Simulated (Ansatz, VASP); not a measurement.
One calculation of RbBr, two programs

```
CELL_PARAMETERS angstrom
0.00000 3.49472 3.49472
3.49472 0.00000 3.49472
3.49472 3.49472 0.00000
ATOMIC_POSITIONS crystal
Rb 0.00000 0.00000 0.00000
Br 0.50000 0.50000 0.50000
```

Change from the starting cell: volume scaled by 1.06.

Alike in both runs: task single point; functional PBEsol; k mesh 7 × 7 × 7; occupations fermi-dirac, width 0.03 eV; no spin polarisation.

```csv
,VASP,Ansatz
version,VASP 6.6.1,Ansatz 0.2.0
potentials or method,"VASP PAW PBE potentials, release 64 (Rb_sv, Br), cutoff 520 eV","all-electron LAPW, scalar-relativistic"
```

```tsv
	VASP	Ansatz	Ansatz less VASP
gap on the k mesh at the Fermi level (eV)	4.08	4.09	+0.003
pressure (GPa)	-0.7	-0.7	-0.03
```

VASP's potentials were made for PBE, not for PBEsol. Ansatz ran all-electron here, and VASP with PAW potentials.
